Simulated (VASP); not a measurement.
# TaC (Fm-3m) in VASP: a series of runs

The runs below take TaC through single point, with PBE.

Program: VASP 6.6.1. These are calculated values, not measurements. Logs are shortened: lines on timing, memory, paths and dates and some standing lists are left out, and cuts for length are marked.

### 1 The cell of the first run

It takes space group Fm-3m (No. 225, cubic). Conventional cell: a = 4.446 Å, b = 4.446 Å, c = 4.446 Å, α = 90.00°, β = 90.00°, γ = 90.00°. Ta (site symmetry m-3m) has 6 C at 2.22 Å within 2.9 Å. Within 2.9 Å of C (site symmetry m-3m) lie 6 Ta at 2.22 Å.

### 2 Single point, PBE

INCAR reads:

```
ALGO     = Normal         # electronic algorithm
EDIFF    = 1E-6           # SCF threshold, eV
ENCUT    = 600            # plane-wave cutoff, eV
GGA      = PE             # functional
GGA_COMPAT= False        
ISIF     = 2              # what is computed and relaxed
ISMEAR   = -1             # smearing method
LASPH    = True           # aspherical terms in the spheres
LCHARG   = False          # write CHGCAR
LREAL    = False          # projectors in reciprocal space
LWAVE    = False          # write WAVECAR
NBANDS   = 14             # bands
NELM     = 120            # most SCF steps
PREC     = Accurate       # precision mode
SIGMA    = 0.1            # smearing width, eV
```

KPOINTS reads:

```
k-points
0
Gamma
  4 4 4
```

POSCAR reads:

```
TaC
1.0
    3.1437970000      0.0000000000      0.0000000000
    1.5718985000      2.7226080663      0.0000000000
    1.5718985000      0.9075360221      2.5668995016
Ta C
1 1
Direct
    0.0000000000      0.0000000000      0.0000000000
    0.5000000000      0.5000000000      0.5000000000
```

Potentials or basis: VASP PAW PBE potentials, release 64 (Ta_pv, C).

Command:

```console
$ cat potpaw_PBE.64/Ta_pv/POTCAR potpaw_PBE.64/C/POTCAR > POTCAR
$ mpirun -np 1 vasp_std > vasp.out
```

OUTCAR:

```text
EDIFF = 1E-6
   ENCUT = 600
   GGA = PE
   ISIF = 2
   ISMEAR = -1
   LASPH = True
   LREAL = False
   NELM = 120
   PREC = Accurate

 ion  position               nearest neighbor table
   1  0.000  0.000  0.000-   2 2.22   2 2.22   2 2.22   2 2.22   2 2.22   2 2.22
   2  0.500  0.500  0.500-   1 2.22   1 2.22   1 2.22   1 2.22   1 2.22   1 2.22

  LATTYP: Found a face centered cubic cell.
 ALAT       =     4.4460003547

  Lattice vectors:

 A1 = (   3.1437970000,   0.0000000000,   0.0000000000)
 A2 = (   1.5718985000,   2.7226080663,   0.0000000000)
 A3 = (   1.5718985000,   0.9075360221,   2.5668995016)

Analysis of symmetry for initial positions (statically):
=====================================================================
 Subroutine PRICEL returns:
 Original cell was already a primitive cell.

 Routine SETGRP: Setting up the symmetry group for a
 face centered cubic supercell.

 Subroutine GETGRP returns: Found 48 space group operations
 (whereof 48 operations were pure point group operations)
 out of a pool of 48 trial point group operations.

The static configuration has the point symmetry O_h .

Analysis of symmetry for dynamics (positions and initial velocities):
=====================================================================
 Subroutine PRICEL returns:
 Original cell was already a primitive cell.

 Routine SETGRP: Setting up the symmetry group for a
 face centered cubic supercell.

 Subroutine GETGRP returns: Found 48 space group operations
 (whereof 48 operations were pure point group operations)
 out of a pool of 48 trial point group operations.

The dynamic configuration has the point symmetry O_h .

 Subroutine INISYM returns: Found 48 space group operations
 (whereof 48 operations are pure point group operations),
 and found     1 'primitive' translations

----------------------------------------------------------------------------------------

                                     Primitive cell

  volume of cell :      21.9709

  direct lattice vectors                    reciprocal lattice vectors
     3.143797000  0.000000000  0.000000000     0.318086696 -0.183647439 -0.129858350
     1.571898500  2.722608066  0.000000000     0.000000000  0.367294879 -0.129858350
     1.571898500  0.907536022  2.566899502     0.000000000  0.000000000  0.389575049

  length of vectors
     3.143797000  3.143797000  3.143797000     0.389575049  0.389575049  0.389575049

  position of ions in fractional coordinates (direct lattice)
     0.000000000  0.000000000  0.000000000
     0.500000000  0.500000000  0.500000000

  ion indices of the primitive-cell ions
   primitive index   ion index
                 1           1
                 2           2

----------------------------------------------------------------------------------------

 KPOINTS: k-points

Automatic generation of k-mesh.
 Grid dimensions read from file:
 generate k-points for:    4    4    4

 Generating k-lattice:

  Cartesian coordinates                     Fractional coordinates (reciprocal lattice)
     0.079521674 -0.045911860 -0.032464587     0.250000000 -0.000000000 -0.000000000
     0.000000000  0.091823720 -0.032464587     0.000000000  0.250000000  0.000000000
     0.000000000  0.000000000  0.097393762     0.000000000  0.000000000  0.250000000

  Length of vectors
     0.097393762  0.097393762  0.097393762

  Shift w.r.t. Gamma in fractional coordinates (k-lattice)
     0.000000000  0.000000000  0.000000000

 Subroutine IBZKPT returns following result:
 ===========================================

 Found      8 irreducible k-points:

 Following reciprocal coordinates:
            Coordinates               Weight
  0.000000  0.000000  0.000000      1.000000
  0.250000  0.000000  0.000000      8.000000
  0.500000  0.000000  0.000000      4.000000
  0.250000  0.250000  0.000000      6.000000
  0.500000  0.250000  0.000000     24.000000
 -0.250000  0.250000  0.000000     12.000000
  0.500000  0.500000  0.000000      3.000000
 -0.250000  0.500000  0.250000      6.000000
   k-points           NKPTS =      8   k-points in BZ     NKDIM =      8   number of bands    NBANDS=     14
   number of dos      NEDOS =    301   number of ions     NIONS =      2
   total plane-waves  NPLWV =  21952
   dimension x,y,z NGX =    28 NGY =   28 NGZ =   28
   dimension x,y,z NGXF=    56 NGYF=   56 NGZF=   56
   ions per type =               1   1
   NGX,Y,Z   is equivalent  to a cutoff of  14.81, 14.81, 14.81 a.u.
   NGXF,Y,Z  is equivalent  to a cutoff of  29.61, 29.61, 29.61 a.u.
 SYSTEM =  unknown system
   PREC   = accura    normal or accurate (medium, high low for compatibility)
   ISTART =      0    job   : 0-new  1-cont  2-samecut
   ICHARG =      2    charge: 1-file 2-atom 10-const
   ISPIN  =      1    spin polarized calculation?
   LNONCOLLINEAR =      F non collinear calculations
   LSORBIT =      F    spin-orbit coupling
   LASPH  =      T    aspherical Exc in radial PAW
   ENCUT  =  600.0 eV  44.10 Ry    6.64 a.u.   6.28  6.28  6.28*2*pi/ulx,y,z
   NELM   =    120;   NELMIN=  2; NELMDL= -5     # of ELM steps
   EDIFF  = 0.1E-05   stopping-criterion for ELM
   LREAL  =      F    real-space projection
[... 7 lines left out ...]
   TEBEG  =    0.0;   TEEND  =   0.0 temperature during run
   PSTRESS=    0.0 pullay stress
   NELECT =      15.0000    total number of electrons
   NUPDOWN=      -1.0000    fix difference up-down
   EMIN   =  10.00;   EMAX   =-10.00  energy-range for DOS
   EFERMI =   0.00;   METHOD = LEGACY
   ISMEAR =    -1;   SIGMA  =   0.10  broadening in eV -4-tet -1-fermi 0-gaus
   EFERMI_NEDOS =   21; number of points for ismear=-14 and -15
   IALGO  =     38    algorithm
   IMIX   =      4    mixing-type and parameters
     AMIX     =   0.40;   BMIX     =  1.00
     AMIX_MAG =   1.60;   BMIX_MAG =  1.00
  volume/ion in A,a.u.               =      10.99        74.13
  Fermi-wavevector in a.u.,A,eV,Ry     =   1.441526  2.724089 28.272861  2.077997
  Thomas-Fermi vector in A             =   2.560148
   LORBIT       =      0    0 simple, 1 ext, 2 COOP (PROOUT), +10 PAW based schemes
   GGA     = PE    functional components
   LHFCALC =     F    Hartree Fock is set to
   AEXX    =    0.0000 exact exchange contribution
   IVDW    =     0    specifies the selected vdW correction
   LEPSILON=     F    determine dielectric tensor
   LRPA    =     F    only Hartree local field effects (RPA)
 non-spin polarized calculation
  energy-cutoff  :      600.00
  volume of cell :       21.97
 maximum number of plane-waves:       754
 NGX is ok and might be reduce to    28
   NGX = 13   NGY = 13   NGZ = 13

 number of electron      14.9999999 magnetization

 Free energy of the ion-electron system (eV)
  ---------------------------------------------------
  ext. energy  EPLUGINS =         0.00000000
  ---------------------------------------------------
  free energy    TOTEN  =       -22.09285401 eV

  energy without entropy =      -22.05702539  energy(sigma->0) =      -22.07493970

 E-fermi :   8.1828     XC(G=0): -13.2379

 val. band max:        8.0487932258   @ k =   0.0000   0.0000   0.0000
 cond. band min:       8.8581389627   @ k =   0.2500   0.0000   0.0000
 fundamental gap:      0.8093457370
 Fermi energy:         8.1828319251

 k-point     1 :       0.0000    0.0000    0.0000
  band No.  band energies     occupation
      1     -26.6768      2.00000
      2     -26.6768      2.00000
      3     -26.6768      2.00000
      4      -6.3647      2.00000
      5       7.0801      1.99997
      6       7.0801      1.99997
      7       7.0801      1.99997
      8       8.0488      1.58511
      9       8.0488      1.58511
     10       8.0488      1.58511
     11       9.0811      0.00025
     12       9.0811      0.00025
     13      15.1501      0.00000
     14      18.5042      0.00000

 k-point     2 :       0.2500    0.0000    0.0000
  band No.  band energies     occupation
      1     -27.0506      2.00000
      2     -26.7152      2.00000
      3     -26.7152      2.00000
      4      -4.7416      2.00000
      5       3.2213      2.00000
      6       4.3537      2.00000
      7       4.3537      2.00000
      8       8.8581      0.00233
      9       8.8581      0.00233
     10       9.5047      0.00000
     11      14.2984      0.00000
     12      14.2984      0.00000
     13      17.1325      0.00000
     14      21.3168      0.00000

 k-point     3 :       0.5000    0.0000    0.0000
  band No.  band energies     occupation
      1     -27.4007      2.00000
      2     -26.7532      2.00000
      3     -26.7532      2.00000
      4      -1.8604      2.00000
      5      -0.3066      2.00000
      6       2.9619      2.00000
      7       2.9619      2.00000
      8      11.1620      0.00000
      9      11.1620      0.00000
     10      12.1813      0.00000
     11      13.8857      0.00000
     12      18.5026      0.00000
     13      18.5026      0.00000
     14      20.9304      0.00000

 k-point     4 :       0.2500    0.2500    0.0000
  band No.  band energies     occupation
      1     -27.0179      2.00000
      2     -26.8041      2.00000
      3     -26.8041      2.00000
      4      -4.6095      2.00000
      5       2.5038      2.00000
      6       5.1660      2.00000
      7       6.0525      2.00000
      8       6.0525      2.00000
      9       9.9711      0.00000
     10      11.6635      0.00000
     11      11.6635      0.00000
     12      14.1526      0.00000
     13      19.5169      0.00000
     14      21.3434      0.00000

 k-point     5 :       0.5000    0.2500    0.0000
  band No.  band energies     occupation
      1     -27.2636      2.00000
      2     -26.9472      2.00000
      3     -26.8424      2.00000
      4      -3.2665      2.00000
      5       1.7665      2.00000
      6       3.4783      2.00000
      7       4.3776      2.00000
      8       8.0026      1.71695
      9      11.7208      0.00000
     10      12.2691      0.00000
     11      14.6914      0.00000
     12      16.1772      0.00000
     13      18.6846      0.00000
     14      19.9361      0.00000

 k-point     6 :      -0.2500    0.2500    0.0000
  band No.  band energies     occupation
      1     -27.1939      2.00000
      2     -26.9675      2.00000
      3     -26.7542      2.00000
      4      -3.0816      2.00000
      5       1.2743      2.00000
      6       3.4319      2.00000
      7       3.6035      2.00000
      8       9.5242      0.00000
      9      11.4234      0.00000
     10      11.4758      0.00000
     11      13.1052      0.00000
     12      17.4422      0.00000
     13      18.4258      0.00000
     14      21.3294      0.00000

 k-point     7 :       0.5000    0.5000    0.0000
  band No.  band energies     occupation
      1     -27.3207      2.00000
      2     -26.9298      2.00000
      3     -26.9298      2.00000
      4      -4.2503      2.00000
      5       3.8484      2.00000
      6       3.8627      2.00000
      7       6.7473      2.00000
      8       6.7473      2.00000
      9      11.0493      0.00000
     10      12.5362      0.00000
     11      12.5362      0.00000
     12      15.3842      0.00000
     13      16.6852      0.00000
     14      20.5821      0.00000

 k-point     8 :      -0.2500    0.5000    0.2500
  band No.  band energies     occupation
      1     -27.1279      2.00000
      2     -27.1279      2.00000
      3     -26.9405      2.00000
      4      -3.3398      2.00000
      5       3.1645      2.00000
      6       3.4577      2.00000
      7       3.4577      2.00000
      8      10.0943      0.00000
      9      10.0943      0.00000
     10      12.5483      0.00000
     11      13.4462      0.00000
     12      14.8875      0.00000
     13      21.0678      0.00000
     14      21.4066      0.00000

------------------------ aborting loop because EDIFF is reached ----------------------------------------

  FORCE on cell =-STRESS in cart. coord.  units (eV):
  Direction    XX          YY          ZZ          XY          YZ          ZX
  --------------------------------------------------------------------------------------
  -------------------------------------------------------------------------------------
  Total        1.1844502      1.1844502      1.1844502     -0.0000000      0.0000000      0.0000000
  in kB       86.3731764     86.3731764     86.3731764     -0.0000000      0.0000000      0.0000000
  external PRESSURE =      86.3731764 kB  Pullay stress =       0.0000000 kB

 VOLUME and BASIS-vectors are now :
 -----------------------------------------------------------------------------
  energy-cutoff  :      600.00
  volume of cell :       21.97
      direct lattice vectors                 reciprocal lattice vectors
     3.143797000  0.000000000  0.000000000     0.318086696 -0.183647439 -0.129858350
     1.571898500  2.722608066  0.000000000     0.000000000  0.367294879 -0.129858350
     1.571898500  0.907536022  2.566899502     0.000000000  0.000000000  0.389575049

 POSITION                                       TOTAL-FORCE (eV/Angst)
 -----------------------------------------------------------------------------------
      0.00000      0.00000      0.00000        -0.000000      0.000000      0.000000
      3.14380      1.81507      1.28345         0.000000     -0.000000      0.000000
 -----------------------------------------------------------------------------------
    total drift:                                0.000000      0.000000      0.000000

  FREE ENERGIE OF THE ION-ELECTRON SYSTEM (eV)
  ---------------------------------------------------
  free  energy   TOTEN  =       -22.0928540051 eV

  energy  without entropy=      -22.0570253876  energy(sigma->0) =      -22.07493970
```

It took 14 s on 1 thread of Intel Xeon 8259CL, shared host; peak memory 0.16 GiB.

Results:

```yaml
Free_energy: -22.0929 eV
Pressure: 8.6 GPa
```

Caveat: the k points lie up to 0.61 Å⁻¹ apart; spin-orbit coupling is left out, which moves the levels of the heavy elements.

(Continued in part 2 of 2.)
